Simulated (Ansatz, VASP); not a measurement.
## Two plane-wave programs on SnO2

The input INCAR:

```
PREC = Accurate
ENCUT = 520
EDIFF = 1E-6
ISMEAR = 0
SIGMA = 0.05
LREAL = False
LASPH = True
NELM = 60
ALGO = Normal
ISIF = 2
LWAVE = False
LCHARG = True
LELF = True
LVHAR = True
NBANDS = 35
```

The input KPOINTS:

```
regular mesh
0
Gamma
  6 6 8
```

Contents of POSCAR:

```
SnO2
1.0
    4.5508719057      0.0000000000      0.0000000000
    0.0000000000      4.5514309592      0.0000000000
    0.0000000000      0.0000000000      3.0745939119
Sn O
2 4
Direct
    0.5000000000      0.5000000000      0.5000000000
    0.0000000000      0.0000000000      0.0000000000
    0.3059833077      0.3450716815      0.0000000000
    0.8059833077      0.1549283185      0.5000000000
    0.1940166923      0.8450716815      0.5000000000
    0.6940166923      0.6549283185      0.0000000000
```

Input for Ansatz:

```yaml
crystal:
  lattice:
    - [4.5508719057, 0.0, 0.0]
    - [0.0, 4.5514309592, 0.0]
    - [0.0, 0.0, 3.0745939119]
  atoms:
    - { symbol: Sn, position: [0.5, 0.5, 0.5] }
    - { symbol: Sn, position: [0.0, 0.0, 0.0] }
    - { symbol: O, position: [0.3059833077, 0.3450716815, 0.0] }
    - { symbol: O, position: [0.8059833077, 0.1549283185, 0.5] }
    - { symbol: O, position: [0.1940166923, 0.8450716815, 0.5] }
    - { symbol: O, position: [0.6940166923, 0.6549283185, 0.0] }
basis:
  ecutwfc: 520.0
kpoints:
  mp_grid: { grid: [6, 6, 8] }
hamiltonian:
  xc: lda
scf:
  occupations: { method: gaussian, width: 0.05 }
output:
  forces: true
  stress: true
  eigenvalues: true
```

Alike in both runs: task single point; functional LDA; k mesh 6 × 6 × 8; occupations gaussian, width 0.05 eV; no spin polarisation.

|  | VASP | Ansatz |
| --- | --- | --- |
| version | VASP 6.6.1 | Ansatz 0.2.0 |
| potentials or method | VASP PAW LDA potentials, release 64 (Sn_d, O), cutoff 520 eV | scalar-relativistic, plane waves, PAW |
| valence electrons in the cell | 52 | 52 |

|  | VASP | Ansatz | Ansatz less VASP |
| --- | --- | --- | --- |
| gap on the k mesh at the Fermi level (eV) | 2.87 | 2.84 | -0.035 |
| least direct gap on the mesh (eV) | 2.87 | 2.84 | -0.035 |
| rms of the force components (eV/Å) | 2.321 | 2.285 | -0.0357 |

LDA's correlation is that of Perdew and Zunger in VASP and of Perdew and Wang (1992) in Ansatz. Atom by atom the forces differ by 0.036 eV/Å (rms over components).
